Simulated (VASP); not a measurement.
# InSe (R3m) in VASP: single point with PBEsol+D3(BJ)

Aim: the single point of InSe with PBEsol+D3(BJ).

Everything below comes from runs of VASP 6.6.1. Logs are shortened: lines on timing, memory, paths and dates and some standing lists are left out, and cuts for length are marked.

**Experimental background.**

“The Interaction of Hydrogen with the van der Waals Crystal γ-InSe”, 2020, pmc:7321205 reports, for a bulk crystal of InSe at 300 K: band gap 1.25 eV.

How close the calculation comes is told below.

**1. The cell of the first run**

The structure is trigonal, space group R3m (No. 160). Conventional cell: a = 3.961 Å, b = 3.961 Å, c = 24.179 Å, α = 90.00°, β = 90.00°, γ = 120.00°. In (site symmetry 3m) has 3 Se at 2.63 Å and 1 In at 2.75 Å within 3.5 Å. Within 3.5 Å of In (site symmetry 3m) lie 3 Se at 2.62 Å and 1 In at 2.75 Å. Within 3.6 Å of Se (site symmetry 3m) lie 3 In at 2.63 Å and 3 Se at 3.56 Å. Se (site symmetry 3m) has 3 In at 2.62 Å and 3 Se at 3.56 Å within 3.6 Å.

**2. Single point, PBEsol+D3(BJ)**

Contents of INCAR:

```
SYSTEM = InSe
PREC = Accurate
ENCUT = 520
EDIFF = 1E-6
ISMEAR = 0
SIGMA = 0.02
LREAL = .False.
LASPH = .True.
NELM = 60
ALGO = Normal
ISIF = 2
LWAVE = .False.
LCHARG = .False.
GGA = PS
IVDW = 12
NBANDS = 27
```

Contents of KPOINTS:

```
regular mesh
0
Gamma
  12 12 12
  0 0 0
```

Contents of POSCAR:

```
InSe
1.0
    1.9806585321      1.1435337367      8.0596114158
   -1.9806585321      1.1435337367      8.0596114158
    0.0000000000     -2.2870674734      8.0596114158
In Se
2 2
Direct
   -0.0011505017     -0.0011505017     -0.0011505017
    0.1125364921      0.1125364921      0.1125364921
    0.6121861480      0.6121861480      0.6121861480
    0.8324278615      0.8324278615      0.8324278615
```

Potentials or basis: VASP PAW PBE potentials, release 64 (In_d, Se).

Launch:

```bash
cat potpaw_PBE.64/In_d/POTCAR potpaw_PBE.64/Se/POTCAR > POTCAR
mpirun -np 1 vasp_std > vasp.out
```

OUTCAR:

```text
SYSTEM = InSe
   PREC = Accurate
   ENCUT = 520
   EDIFF = 1E-6
   ISMEAR = 0
   LREAL = .False.
   LASPH = .True.
   NELM = 60
   ISIF = 2
   GGA = PS
   IVDW = 12
 IVDW          = 12

 ion  position               nearest neighbor table
   1  0.999  0.999  0.999-   3 2.63   3 2.63   3 2.63   2 2.75
   2  0.113  0.113  0.113-   4 2.62   4 2.62   4 2.62   1 2.75
   3  0.612  0.612  0.612-   1 2.63   1 2.63   1 2.63
   4  0.832  0.832  0.832-   2 2.62   2 2.62   2 2.62

  LATTYP: Found a trigonal (rhomboedric) cell.
 ALAT       =     8.3778287045
 COS(alpha) =     0.8882142973

  Lattice vectors:

 A1 = (   1.9806585321,   1.1435337367,   8.0596114158)
 A2 = (  -1.9806585321,   1.1435337367,   8.0596114158)
 A3 = (   0.0000000000,  -2.2870674734,   8.0596114158)

Analysis of symmetry for initial positions (statically):
=====================================================================
 Subroutine PRICEL returns:
 Original cell was already a primitive cell.

 Routine SETGRP: Setting up the symmetry group for a
 trigonal (rhombohedral) supercell.

 Subroutine GETGRP returns: Found  6 space group operations
 (whereof  6 operations were pure point group operations)
 out of a pool of 12 trial point group operations.

The static configuration has the point symmetry C_3v.

Analysis of symmetry for dynamics (positions and initial velocities):
=====================================================================
 Subroutine PRICEL returns:
 Original cell was already a primitive cell.

 Routine SETGRP: Setting up the symmetry group for a
 trigonal (rhombohedral) supercell.

 Subroutine GETGRP returns: Found  6 space group operations
 (whereof  6 operations were pure point group operations)
 out of a pool of 12 trial point group operations.

The dynamic configuration has the point symmetry C_3v.

 Subroutine INISYM returns: Found  6 space group operations
 (whereof  6 operations are pure point group operations),
 and found     1 'primitive' translations

----------------------------------------------------------------------------------------

                                     Primitive cell

  volume of cell :     109.5277

  direct lattice vectors                    reciprocal lattice vectors
     1.980658532  1.143533737  8.059611416     0.252441293  0.145747048  0.041358487
    -1.980658532  1.143533737  8.059611416    -0.252441293  0.145747048  0.041358487
     0.000000000 -2.287067473  8.059611416     0.000000000 -0.291494096  0.041358487

  length of vectors
     8.377828704  8.377828704  8.377828704     0.294413540  0.294413540  0.294413540

  position of ions in fractional coordinates (direct lattice)
     0.998849498  0.998849498  0.998849498
     0.112536492  0.112536492  0.112536492
     0.612186148  0.612186148  0.612186148
     0.832427862  0.832427862  0.832427862

  ion indices of the primitive-cell ions
   primitive index   ion index
                 1           1
                 2           2
                 3           3
                 4           4

----------------------------------------------------------------------------------------

 KPOINTS: regular mesh

Automatic generation of k-mesh.
 Grid dimensions read from file:
 generate k-points for:   12   12   12

 Generating k-lattice:

  Cartesian coordinates                     Fractional coordinates (reciprocal lattice)
     0.021036774  0.012145587  0.003446541     0.083333333  0.000000000  0.000000000
    -0.021036774  0.012145587  0.003446541     0.000000000  0.083333333  0.000000000
     0.000000000 -0.024291175  0.003446541     0.000000000  0.000000000  0.083333333

  Length of vectors
     0.024534462  0.024534462  0.024534462

  Shift w.r.t. Gamma in fractional coordinates (k-lattice)
     0.000000000  0.000000000  0.000000000

 Subroutine IBZKPT returns following result:
 ===========================================

 Found    189 irreducible k-points:

 Following reciprocal coordinates:
            Coordinates               Weight
  0.000000  0.000000  0.000000      1.000000
  0.083333  0.000000  0.000000      6.000000
  0.166667 -0.000000  0.000000      6.000000
  0.250000 -0.000000  0.000000      6.000000
  0.333333 -0.000000  0.000000      6.000000
  0.416667 -0.000000  0.000000      6.000000
[... 16 lines left out ...]
  0.500000  0.166667  0.000000     12.000000
 -0.416667  0.166667  0.000000     12.000000
 [... further k-points ...]
   k-points           NKPTS =    189   k-points in BZ     NKDIM =    189   number of bands    NBANDS=     27
   number of dos      NEDOS =    301   number of ions     NIONS =      4
   total plane-waves  NPLWV = 262144
   dimension x,y,z NGX =    64 NGY =   64 NGZ =   64
   dimension x,y,z NGXF=   128 NGYF=  128 NGZF=  128
   ions per type =               2   2
   NGX,Y,Z   is equivalent  to a cutoff of  12.70, 12.70, 12.70 a.u.
   NGXF,Y,Z  is equivalent  to a cutoff of  25.40, 25.40, 25.40 a.u.
 SYSTEM =  InSe
   PREC   = accura    normal or accurate (medium, high low for compatibility)
   ISTART =      0    job   : 0-new  1-cont  2-samecut
   ICHARG =      2    charge: 1-file 2-atom 10-const
   ISPIN  =      1    spin polarized calculation?
   LNONCOLLINEAR =      F non collinear calculations
   LSORBIT =      F    spin-orbit coupling
   LASPH  =      T    aspherical Exc in radial PAW
   ENCUT  =  520.0 eV  38.22 Ry    6.18 a.u.  15.58 15.58 15.58*2*pi/ulx,y,z
   NELM   =     60;   NELMIN=  2; NELMDL= -5     # of ELM steps
   EDIFF  = 0.1E-05   stopping-criterion for ELM
   LREAL  =      F    real-space projection
   EDIFFG = 0.1E-04   stopping-criterion for IOM
   NSW    =      0    number of steps for IOM
   IBRION =     -1    ionic relax: 0-MD 1-quasi-New 2-CG
   NFREE  =      0    steps in history (QN), initial steepest desc. (CG)
   ISIF   =      2    stress and relaxation
   ISYM   =      2    0-nonsym 1-usesym 2-fastsym
   POTIM  = 0.5000    time-step for ionic-motion
   TEBEG  =    0.0;   TEEND  =   0.0 temperature during run
   PSTRESS=    0.0 pullay stress
   NELECT =      38.0000    total number of electrons
   NUPDOWN=      -1.0000    fix difference up-down
   EMIN   =  10.00;   EMAX   =-10.00  energy-range for DOS
   EFERMI =   0.00;   METHOD = LEGACY
   ISMEAR =     0;   SIGMA  =   0.02  broadening in eV -4-tet -1-fermi 0-gaus
   EFERMI_NEDOS =   21; number of points for ismear=-14 and -15
   IALGO  =     38    algorithm
   IMIX   =      4    mixing-type and parameters
     AMIX     =   0.40;   BMIX     =  1.00
     AMIX_MAG =   1.60;   BMIX_MAG =  1.00
  volume/ion in A,a.u.               =      27.38       184.78
  Fermi-wavevector in a.u.,A,eV,Ry     =   1.150345  2.173837 18.004498  1.323293
  Thomas-Fermi vector in A             =   2.287009
   LORBIT       =      0    0 simple, 1 ext, 2 COOP (PROOUT), +10 PAW based schemes
   GGA     = PS    functional components
   LHFCALC =     F    Hartree Fock is set to
   AEXX    =    0.0000 exact exchange contribution
   IVDW    =    12    specifies the selected vdW correction
   LEPSILON=     F    determine dielectric tensor
   LRPA    =     F    only Hartree local field effects (RPA)
 non-spin polarized calculation
 Gauss-broadening in eV      SIGMA  =   0.02
  energy-cutoff  :      520.00
  volume of cell :      109.53
 maximum number of plane-waves:      2987
 NGX is ok and might be reduce to    64
   NGX = 31   NGY = 31   NGZ = 31

 number of electron      37.9999999 magnetization

 Free energy of the ion-electron system (eV)
  ---------------------------------------------------
  ext. energy  EPLUGINS =         0.00000000
  ---------------------------------------------------
  free energy    TOTEN  =       -15.55839575 eV

  energy without entropy =      -15.55839575  energy(sigma->0) =      -15.55839575

 E-fermi :   4.8539     XC(G=0):  -9.4386

 val. band max:        4.7006506029   @ k =   0.5000   0.5000   0.5000
 cond. band min:       5.0281104140   @ k =   0.5000   0.5000   0.5000
 fundamental gap:      0.3274598111
 Fermi energy:         4.8539192438

 k-point     1 :       0.0000    0.0000    0.0000
  band No.  band energies     occupation
      1     -10.2115      2.00000
      2      -9.9970      2.00000
      3      -9.9970      2.00000
      4      -9.8991      2.00000
      5      -9.8991      2.00000
      6      -9.8905      2.00000
[... 19 lines left out ...]
     26      10.0819      0.00000
     27      12.3425      0.00000

 k-point     2 :       0.0833    0.0000    0.0000
  band No.  band energies     occupation
      1     -10.2119      2.00000
      2     -10.0378      2.00000
      3      -9.9958      2.00000
      4      -9.9357      2.00000
      5      -9.8935      2.00000
      6      -9.8930      2.00000
[... 19 lines left out ...]
     26      10.2628      0.00000
     27      12.3314      0.00000

 k-point     3 :       0.1667   -0.0000    0.0000
  band No.  band energies     occupation
      1     -10.2213      2.00000
      2     -10.1116      2.00000
      3     -10.0178      2.00000
      4      -9.9938      2.00000
      5      -9.8995      2.00000
      6      -9.8780      2.00000
[... 19 lines left out ...]
     26      10.6734      0.00000
     27      11.5282      0.00000

 k-point     4 :       0.2500   -0.0000    0.0000
  band No.  band energies     occupation
      1     -10.2646      2.00000
      2     -10.1477      2.00000
      3     -10.1055      2.00000
      4      -9.9932      2.00000
      5      -9.9082      2.00000
      6      -9.8571      2.00000
[... 19 lines left out ...]
     26      11.0358      0.00000
     27      11.4040      0.00000
[... 516 lines left out ...]
      4     -10.0048      2.00000
      5      -9.9073      2.00000
      6      -9.8400      2.00000
[... 19 lines left out ...]
     26      11.2949      0.00000
     27      11.6915      0.00000

 k-point    23 :       0.5000    0.1667    0.0000
  band No.  band energies     occupation
      1     -10.3569      2.00000
      2     -10.2376      2.00000
      3     -10.1448      2.00000
      4     -10.0094      2.00000
      5      -9.9089      2.00000
      6      -9.8305      2.00000
[... 19 lines left out ...]
     26      11.5568      0.00000
     27      12.1766      0.00000

 k-point    24 :      -0.4167    0.1667    0.0000
  band No.  band energies     occupation
      1     -10.3686      2.00000
      2     -10.2484      2.00000
      3     -10.1437      2.00000
      4     -10.0112      2.00000
      5      -9.9096      2.00000
      6      -9.8269      2.00000
[... 19 lines left out ...]
     26      11.6764      0.00000
     27      12.4760      0.00000

 [... further k-points ...]

------------------------ aborting loop because EDIFF is reached ----------------------------------------

 Edisp (eV)   -1.23743

 E8    (eV) :    -0.8439

  FORCE on cell =-STRESS in cart. coord.  units (eV):
  Direction    XX          YY          ZZ          XY          YZ          ZX
  --------------------------------------------------------------------------------------
  -------------------------------------------------------------------------------------
  Total       0.04267     0.04267     0.03955     0.00000     0.00000     0.00000
  in kB       0.62414     0.62414     0.57850     0.00000     0.00000     0.00000
  external pressure =        0.61 kB  Pullay stress =        0.00 kB

 VOLUME and BASIS-vectors are now :
 -----------------------------------------------------------------------------
  energy-cutoff  :      520.00
  volume of cell :      109.53
      direct lattice vectors                 reciprocal lattice vectors
     1.980658532  1.143533737  8.059611416     0.252441293  0.145747048  0.041358487
    -1.980658532  1.143533737  8.059611416    -0.252441293  0.145747048  0.041358487
     0.000000000 -2.287067473  8.059611416     0.000000000 -0.291494096  0.041358487

 POSITION                                       TOTAL-FORCE (eV/Angst)
 -----------------------------------------------------------------------------------
      0.00000      0.00000     24.15102         0.000000      0.000000      0.020058
      0.00000      0.00000      2.72100         0.000000     -0.000000     -0.019634
      0.00000      0.00000     14.80195         0.000000      0.000000     -0.019133
      0.00000      0.00000     20.12714         0.000000      0.000000      0.018709
 -----------------------------------------------------------------------------------
    total drift:                                0.000000     -0.000000     -0.000334

  FREE ENERGIE OF THE ION-ELECTRON SYSTEM (eV)
  ---------------------------------------------------
  free  energy   TOTEN  =       -16.7958232464 eV

  energy  without entropy=      -16.7958232464  energy(sigma->0) =      -16.79582325
```

Wall time 28 min (1 thread of Intel Xeon Platinum 8259CL at 2.50GHz (Skylake/Cascade Lake), shared host); peak memory 0.86 GiB.

Results:

| Property | Result |
| --- | --- |
| Free energy | -16.7958 eV |
| Pressure | 0.1 GPa |
| Largest force | 0.020 eV/Å |
| Band gap on the k mesh | 0.33 eV |
| Dispersion energy per atom | -0.309 eV |

Forces in eV/Å, atoms in the order of the input:
```
In   0.000  0.000  0.020
In   0.000  0.000 -0.020
Se   0.000  0.000 -0.019
Se   0.000  0.000  0.019
```

Caveat: the PAW data sets were made with another functional, which shifts forces and pressure a little; spin-orbit coupling is left out, which moves the levels of the heavy elements.

**3. Against experiment**

Step 2. A measured gap of InSe is 1.25 eV (300 K; “The Interaction of Hydrogen with the van der Waals Crystal γ-InSe”, 2020, pmc:7321205); the calculated 0.33 eV misses it by -0.92 eV. Spin-orbit coupling on In, Se is left out. The value is that of PBEsol+D3(BJ) on a finite k mesh, which can miss the band edges, without temperature or zero-point motion. Semilocal functionals fall short of measured gaps as a rule.
